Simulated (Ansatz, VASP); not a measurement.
# One calculation of Pb, two programs

Contents of INCAR:

```
PREC = Accurate ; ENCUT = 520
EDIFF = 1E-7 ; ISMEAR = -1
SIGMA = 0.08 ; LREAL = False
LASPH = True ; NELM = 80
ALGO = Normal ; ISIF = 2
LWAVE = False ; LCHARG = False
GGA = PE ; NBANDS = 21
```

KPOINTS

```
Automatic mesh
0
Gamma
  14 14 8
```

File POSCAR:

```
Pb
1.0
    3.4800006906      0.0000000000      0.0000000000
   -1.7400003453      3.0137690032      0.0000000000
    0.0000000000      0.0000000000      5.5900000000
Pb
2
Direct
    0.3333333333      0.6666666667      0.2500000000
    0.6666666667      0.3333333333      0.7500000000
```

Input for Ansatz:

```yaml
crystal:
  lattice:
    - [3.4800006906, 0.0, 0.0]
    - [-1.7400003453, 3.0137690032, 0.0]
    - [0.0, 0.0, 5.59]
  atoms:
    - { symbol: Pb, position: [0.3333333333, 0.6666666667, 0.25] }
    - { symbol: Pb, position: [0.6666666667, 0.3333333333, 0.75] }
kpoints:
  mp_grid: { grid: [14, 14, 8] }
  band_path:
    path:
      - [0.0, 0.0, 0.0]
      - [0.5, 0.0, 0.0]
      - [0.3333333333, 0.3333333333, 0.0]
      - [0.0, 0.0, 0.0]
      - [0.0, 0.0, 0.5]
      - [0.5, 0.0, 0.5]
      - [0.3333333333, 0.3333333333, 0.5]
      - [0.0, 0.0, 0.5]
      - [0.5, 0.0, 0.5]
    npoints: 5
scf:
  occupations: { method: fermi_dirac, width: 0.08 }
hamiltonian:
  xc: pbe
  pseudopotentials:
    kind: all_electron
    lapw: { basis_error: 0.0005 }
    relativity: none
output:
  forces: true
  stress: true
  eigenvalues: true
```

Alike in both runs: task single point; functional PBE; k mesh 14 × 14 × 8; occupations fermi-dirac, width 0.08 eV; no spin polarisation.

```csv
,VASP,Ansatz
version,VASP 6.6.1,Ansatz 0.2.0
potentials or method,"VASP PAW PBE potentials, release 64 (Pb_d), cutoff 520 eV","all-electron LAPW, non-relativistic"
```

```csv
,VASP,Ansatz,Ansatz less VASP
pressure (GPa),4.0,6.2,+2.17
"traceless stress, the component that is largest in VASP (GPa)",1.27,1.00,-0.269
```

Ansatz ran all-electron here, and VASP with PAW potentials.

Neither program's run includes spin-orbit coupling.
